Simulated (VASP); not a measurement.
# AlO5 (R-3m) in VASP: further runs

Runs on AlO5. Level: PBE. Tasks: single point.

Program: VASP 6.6.1. These are calculated values, not measurements. Logs are shortened: lines on timing, memory, paths and dates and some standing lists are left out, and cuts for length are marked.

### 1 The cell of the first run

The structure is trigonal, space group R-3m (No. 166). The conventional cell has a = 5.265 Å, b = 5.265 Å, c = 7.121 Å, α = 90.00°, β = 90.00°, γ = 120.00°. Within 2.6 Å of Al (site symmetry -3m) lie 8 O at 1.93 to 2.17 Å. O (site symmetry 2/m) has 2 O at 1.81 Å and 2 Al at 1.93 Å within 2.4 Å. O (site symmetry 3m) has 3 O at 1.81 Å and 1 Al at 2.17 Å within 2.4 Å.

The cell was generated, and may not be a known phase.

### 2 Single point, PBE, collinear spin, ferromagnetic start

INCAR

```
PREC = Accurate
ENCUT = 520
EDIFF = 1E-7
ISMEAR = 0
SIGMA = 0.1
LREAL = F
LASPH = T
NELM = 150
ALGO = Normal
ISIF = 2
LWAVE = F
LCHARG = F
ISPIN = 2
MAGMOM = 0 1 1 1 1 1
LORBIT = 11
GGA = PE
NBANDS = 30
```

KPOINTS

```
Automatic mesh
0
Gamma
  6 6 6
```

POSCAR

```
AlO5
1.0
    2.6325008781      1.5198750906      2.3736139279
   -2.6325008781      1.5198750906      2.3736139279
    0.0000000000     -3.0397501812      2.3736139279
Al O
1 5
Direct
    0.5000000000      0.5000000000      0.5000000000
    0.5000000000      0.5000000000      0.0000000000
    0.0000000000      0.5000000000      0.5000000000
    0.5000000000      0.0000000000      0.5000000000
    0.8053291426      0.8053291426      0.8053291426
    0.1946708574      0.1946708574      0.1946708574
```

Potentials or basis: VASP PAW PBE potentials, release 64 (Al, O).

Run with:

```console
$ cat potpaw_PBE.64/Al/POTCAR potpaw_PBE.64/O/POTCAR > POTCAR
$ mpirun -np 1 vasp_std > vasp.out
```

OUTCAR:

```text
PREC = Accurate
   ENCUT = 520
   EDIFF = 1E-7
   ISMEAR = 0
   LREAL = F
   LASPH = T
   NELM = 150
   ISIF = 2
   ISPIN = 2
   LORBIT = 11
   GGA = PE

 ion  position               nearest neighbor table
   1  0.500  0.500  0.500-   2 1.93   2 1.93   4 1.93   3 1.93   4 1.93   3 1.93   6 2.17   5 2.17

   2  0.500  0.500  0.000-   5 1.81   6 1.81   1 1.93   1 1.93
   3  0.000  0.500  0.500-   5 1.81   6 1.81   1 1.93   1 1.93
   4  0.500  0.000  0.500-   5 1.81   6 1.81   1 1.93   1 1.93
   5  0.805  0.805  0.805-   2 1.81   3 1.81   4 1.81   1 2.17
   6  0.195  0.195  0.195-   2 1.81   3 1.81   4 1.81   1 2.17

  LATTYP: Found a trigonal (rhomboedric) cell.
 ALAT       =     3.8566986197
 COS(alpha) =     0.0681722487

  Lattice vectors:

 A1 = (   2.6325008781,   1.5198750906,   2.3736139279)
 A2 = (  -2.6325008781,   1.5198750906,   2.3736139279)
 A3 = (   0.0000000000,  -3.0397501812,   2.3736139279)

Analysis of symmetry for initial positions (statically):
=====================================================================
 Subroutine PRICEL returns:
 Original cell was already a primitive cell.

 Routine SETGRP: Setting up the symmetry group for a
 trigonal (rhombohedral) supercell.

 Subroutine GETGRP returns: Found 12 space group operations
 (whereof 12 operations were pure point group operations)
 out of a pool of 12 trial point group operations.

The static configuration has the point symmetry D_3d.

Analysis of symmetry for dynamics (positions and initial velocities):
=====================================================================
 Subroutine PRICEL returns:
 Original cell was already a primitive cell.

 Routine SETGRP: Setting up the symmetry group for a
 trigonal (rhombohedral) supercell.

 Subroutine GETGRP returns: Found 12 space group operations
 (whereof 12 operations were pure point group operations)
 out of a pool of 12 trial point group operations.

The dynamic configuration has the point symmetry D_3d.

Analysis of structural, dynamic, and magnetic symmetry:
=====================================================================
 Subroutine PRICEL returns:
 Original cell was already a primitive cell.

 Routine SETGRP: Setting up the symmetry group for a
 trigonal (rhombohedral) supercell.

 Subroutine GETGRP returns: Found 12 space group operations
 (whereof 12 operations were pure point group operations)
 out of a pool of 12 trial point group operations.
[... 141 lines left out ...]
 Gauss-broadening in eV      SIGMA  =   0.10
  energy-cutoff  :      520.00
  volume of cell :       56.98
 maximum number of plane-waves:      1546
 NGX is ok and might be reduce to    30
   NGX = 15   NGY = 15   NGZ = 15

 number of electron      33.0000019 magnetization       0.9989280

 Free energy of the ion-electron system (eV)
  ---------------------------------------------------
  ext. energy  EPLUGINS =         0.00000000
  ---------------------------------------------------
  free energy    TOTEN  =       -30.12641141 eV

  energy without entropy =      -30.11193101  energy(sigma->0) =      -30.11917121

 E-fermi :   2.4374     XC(G=0): -10.7447

 val. band max:        2.4311005441   @ k =  -0.1667   0.3333   0.1667
 cond. band min:       2.4400027323   @ k =   0.5000   0.1667   0.1667
 fundamental gap:      0.0089021882
 Fermi energy:         2.4374194942

 spin component 1

 k-point     1 :       0.0000    0.0000    0.0000
  band No.  band energies     occupation
      1     -18.8441      1.00000
      2     -15.6380      1.00000
      3     -14.8455      1.00000
      4     -14.8455      1.00000
      5     -11.9415      1.00000
      6      -3.5086      1.00000
[... 733 lines left out ...]
     27      18.3320      0.00000
     28      19.0627      0.00000

 [... further k-points ...]

 spin component 2

 k-point     1 :       0.0000    0.0000    0.0000
  band No.  band energies     occupation
      1     -18.5735      1.00000
      2     -15.0721      1.00000
      3     -14.7239      1.00000
      4     -14.7239      1.00000
      5     -11.4564      1.00000
      6      -3.2777      1.00000
[... 733 lines left out ...]
     27      18.4453      0.00000
     28      19.1323      0.00000

 [... further k-points ...]

 [bands above 28 left out]

------------------------ aborting loop because EDIFF is reached ----------------------------------------

  FORCE on cell =-STRESS in cart. coord.  units (eV):
  Direction    XX          YY          ZZ          XY          YZ          ZX
  --------------------------------------------------------------------------------------
  -------------------------------------------------------------------------------------
  Total       -0.0459092     -0.0459092      0.1471064      0.0000000      0.0000000      0.0000000
  in kB       -1.2908418     -1.2908418      4.1362276      0.0000000      0.0000000      0.0000000
  external PRESSURE =       0.5181813 kB  Pullay stress =       0.0000000 kB

 VOLUME and BASIS-vectors are now :
 -----------------------------------------------------------------------------
  energy-cutoff  :      520.00
  volume of cell :       56.98
      direct lattice vectors                 reciprocal lattice vectors
     2.632500878  1.519875091  2.373613928     0.189933460  0.109658134  0.140432835
    -2.632500878  1.519875091  2.373613928    -0.189933460  0.109658134  0.140432835
     0.000000000 -3.039750181  2.373613928     0.000000000 -0.219316268  0.140432835

 POSITION                                       TOTAL-FORCE (eV/Angst)
 -----------------------------------------------------------------------------------
      0.00000      0.00000      3.56042        -0.000000      0.000000     -0.000000
      0.00000      1.51988      2.37361         0.000000      0.000000     -0.000000
     -1.31625     -0.75994      2.37361        -0.000000      0.000000     -0.000000
      1.31625     -0.75994      2.37361         0.000000      0.000000     -0.000000
      0.00000      0.00000      5.73462        -0.000000     -0.000000      0.055822
      0.00000      0.00000      1.38622        -0.000000      0.000000     -0.055822
 -----------------------------------------------------------------------------------
    total drift:                                0.000000      0.000000      0.000000

  FREE ENERGIE OF THE ION-ELECTRON SYSTEM (eV)
  ---------------------------------------------------
  free  energy   TOTEN  =       -30.1264114067 eV

  energy  without entropy=      -30.1119310076  energy(sigma->0) =      -30.11917121

 total charge

# of ion       s       p       d       tot
------------------------------------------
    1        0.279   0.350   0.000   0.629
    2        1.617   3.263   0.000   4.881
    3        1.617   3.263   0.000   4.881
    4        1.617   3.263   0.000   4.881
    5        1.639   3.059   0.000   4.698
    6        1.639   3.059   0.000   4.698
--------------------------------------------------
tot          8.410  16.257   0.000  24.667

 magnetization (x)

# of ion       s       p       d       tot
------------------------------------------
    1        0.000   0.000   0.000   0.000
    2        0.004   0.064   0.000   0.069
    3        0.004   0.064   0.000   0.069
    4        0.004   0.064   0.000   0.069
    5        0.001   0.325   0.000   0.326
    6        0.001   0.325   0.000   0.326
--------------------------------------------------
tot          0.017   0.842   0.000   0.859
```

OSZICAR:

```text
N       E                     dE             d eps       ncg     rms          rms(c)
DAV:   1     0.155739665117E+03    0.15574E+03   -0.18187E+04  3856   0.106E+03
DAV:   2    -0.221207702148E+02   -0.17786E+03   -0.16663E+03  4810   0.253E+02
DAV:   3    -0.303749181831E+02   -0.82541E+01   -0.81296E+01  4572   0.503E+01
DAV:   4    -0.304323826201E+02   -0.57464E-01   -0.57453E-01  4202   0.477E+00
DAV:   5    -0.304329909205E+02   -0.60830E-03   -0.60830E-03  4594   0.473E-01    0.147E+01
DAV:   6    -0.308515974454E+02   -0.41861E+00   -0.42606E+00  3946   0.164E+01    0.953E+00
DAV:   7    -0.302092753679E+02    0.64232E+00   -0.86778E-01  4208   0.114E+01    0.440E+00
DAV:   8    -0.301248172813E+02    0.84458E-01   -0.28741E-01  4152   0.394E+00    0.212E+00
DAV:   9    -0.301174930933E+02    0.73242E-02   -0.10887E-01  4052   0.236E+00    0.107E+00
DAV:  10    -0.301253895263E+02   -0.78964E-02   -0.11893E-02  4148   0.874E-01    0.254E-01
DAV:  11    -0.301260802683E+02   -0.69074E-03   -0.20248E-03  4200   0.316E-01    0.123E-01
DAV:  12    -0.301263288619E+02   -0.24859E-03   -0.15819E-04  4218   0.111E-01    0.636E-02
DAV:  13    -0.301264030304E+02   -0.74168E-04   -0.55276E-05  4318   0.493E-02    0.271E-02
DAV:  14    -0.301264099305E+02   -0.69001E-05   -0.86262E-06  4166   0.264E-02    0.874E-03
DAV:  15    -0.301264113440E+02   -0.14135E-05   -0.22304E-06  4312   0.100E-02    0.403E-03
DAV:  16    -0.301264114067E+02   -0.62669E-07   -0.66275E-07  4062   0.584E-03
   1 F= -.30126411E+02 E0= -.30119171E+02  d E =-.144804E-01  mag=     0.9995
```

stdout:

```text
POSCAR found type information on POSCAR AlO
 POSCAR found :  2 types and       6 ions
 scaLAPACK will be used
 LDA part: xc-table for (Slater+PW92), standard interpolation
 POSCAR, INCAR and KPOINTS ok, starting setup
 FFT: planning ... GRIDC
 FFT: planning ... GRID_SOFT
 FFT: planning ... GRID
 WAVECAR not read
 entering main loop
```

It took 2.7 min on 1 thread of Intel Xeon 8259CL, shared host; peak memory 0.22 GiB.

Results:

```
Free energy                                           : -30.1264 eV
Pressure                                              : 0.1 GPa
Largest force                                         : 0.056 eV/Å
Band gap on the k mesh                                : zero (filled and empty bands overlap)
Net moment                                            : 1.00 μB per cell
Site moments                                          : Al +0.00; O +0.07, +0.33 (each value once) μB
Valence electrons inside the program's atomic spheres : Al 0.63; O 4.88, 4.70 (each value once)
```

Forces on the atoms (eV/Å):
```
Al   0.000  0.000  0.000
O    0.000  0.000  0.000
O    0.000  0.000  0.000
O    0.000  0.000  0.000
O    0.000  0.000  0.056
O    0.000  0.000 -0.056
```

Levels at points of the mesh, in eV from the Fermi level:
Spin up:
```tsv
k point	band 15	band 16	band 17	band 18	band 19	band 20
(0.00, 0.00, 0.00)	-1.31	-1.31	-0.98	2.75	2.86	2.86
(0.50, 0.00, 0.00)	-1.06	-1.01	-0.75	2.37	2.38	2.89
(0.50, 0.50, 0.00)	-0.80	-0.42	-0.17	2.56	2.81	2.96
(0.50, 0.50, 0.50)	-1.07	-1.07	-0.31	2.48	2.92	2.92
```
Spin down:
| k point | band 14 | band 15 | band 16 | band 17 | band 18 | band 19 |
| --- | --- | --- | --- | --- | --- | --- |
| (0.00, 0.00, 0.00) | -1.04 | -1.01 | -1.01 | -0.64 | 3.03 | 3.24 |
| (0.50, 0.00, 0.00) | -0.89 | -0.47 | -0.40 | -0.27 | 2.65 | 2.70 |
| (0.50, 0.50, 0.00) | -0.57 | -0.32 | 0.12 | 0.40 | 2.85 | 3.14 |
| (0.50, 0.50, 0.50) | -1.43 | -0.36 | -0.36 | 0.04 | 2.79 | 3.29 |

[end of part 1 of 2]

The gap in the log of VASP goes by the Fermi energy; the results here count the filled bands.